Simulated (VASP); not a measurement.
Crystal: Hf.

```
Hf
1.0
     3.06379    0.00000    0.00000
    -1.53189    2.65332    0.00000
     0.00000    0.00000    4.96334
Hf
2
Direct
  0.33333 0.66667 0.25000
  0.66667 0.33333 0.75000
```

* Program: VASP 6.6.1
* Task: relaxation of cell and atoms
* Functional: PBE
* Potentials or basis: VASP PAW PBE potentials, release 64 (Hf_pv)
* Cutoff: 600 eV
* k mesh: 14 × 14 × 8
* Occupations: fermi-dirac, width 0.05 eV
* Spin: no spin polarisation

At the start: pressure 13.8 GPa; volume 20.17 Å³/atom.

Q: Where does the relaxation end?

A: Over 10 steps the energy falls by 93.8 meV/atom and the volume is 22.44 Å³/atom (+11.2 %); space group P6_3/mmc (No. 194, to 0.05 Å).

Step by step:
```csv
step,energy change (eV),largest force (eV/Å),pressure (GPa),volume (Å³)
1,0.0000,0.0000,13.82,40.35
2,0.0744,0.0000,-11.60,51.39
3,-0.1838,0.0000,-0.43,45.05
4,-0.1839,0.0000,-0.16,44.93
5,-0.1839,0.0000,0.07,44.83
6,-0.1872,0.0000,0.15,44.81
7,-0.1875,0.0000,0.18,44.80
8,-0.1875,0.0000,0.18,44.80
9,-0.1875,0.0000,-0.20,44.96
10,-0.1875,0.0000,0.00,44.88
```

Final structure:
```cif
data_structure
_symmetry_space_group_name_H-M 'P 1'
_symmetry_Int_Tables_number 1
_cell_length_a 3.2016
_cell_length_b 3.2016
_cell_length_c 5.0554
_cell_angle_alpha 90.000
_cell_angle_beta 90.000
_cell_angle_gamma 120.000
_cell_volume 44.88
loop_
_atom_site_label
_atom_site_type_symbol
_atom_site_fract_x
_atom_site_fract_y
_atom_site_fract_z
_atom_site_occupancy
Hf1 Hf 0.33333 0.66667 0.25000 1
Hf2 Hf 0.66667 0.33333 0.75000 1
```
